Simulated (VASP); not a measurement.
A run of VASP 6.6.1:

INCAR

```
  PREC = Accurate
  ENCUT = 600
  EDIFF = 1E-6
  ISMEAR = 0
  SIGMA = 0.05
  LREAL = F
  LASPH = T
  NELM = 120
  ALGO = Normal
  ISIF = 2
  LWAVE = F
  LCHARG = F
  GGA = PE
  NBANDS = 16
  GGA_COMPAT = F
```

File KPOINTS:

```
regular mesh
0
Gamma
  7 7 4
```

File POSCAR:

```
AlN
1.0
    3.0043171767      0.0000000000      0.0000000000
   -1.5021585883      2.6018178122      0.0000000000
    0.0000000000      0.0000000000      5.3478993064
Al N
2 2
Direct
    0.3333333333      0.6666666667      0.0000000000
    0.6666666667      0.3333333333      0.5000000000
    0.3333333333      0.6666666667      0.3800000000
    0.6666666667      0.3333333333      0.8800000000
```

Potentials or basis: VASP PAW PBE potentials, release 64 (Al, N).

Run with:

```console
$ cat potpaw_PBE.64/Al/POTCAR potpaw_PBE.64/N/POTCAR > POTCAR
$ mpirun -np 1 vasp_std > vasp.out
```

Hardware: 1 thread of Intel(R) Xeon(R) Platinum 8488C (Sapphire Rapids), on a shared host.

Problem. Estimate the wall time of this run.

Solution. It took 11 s on 1 thread of Intel(R) Xeon(R) Platinum 8488C (Sapphire Rapids), with other jobs on the host, peak memory 0.16 GiB. Counts: scf iterations 13, k points 24.
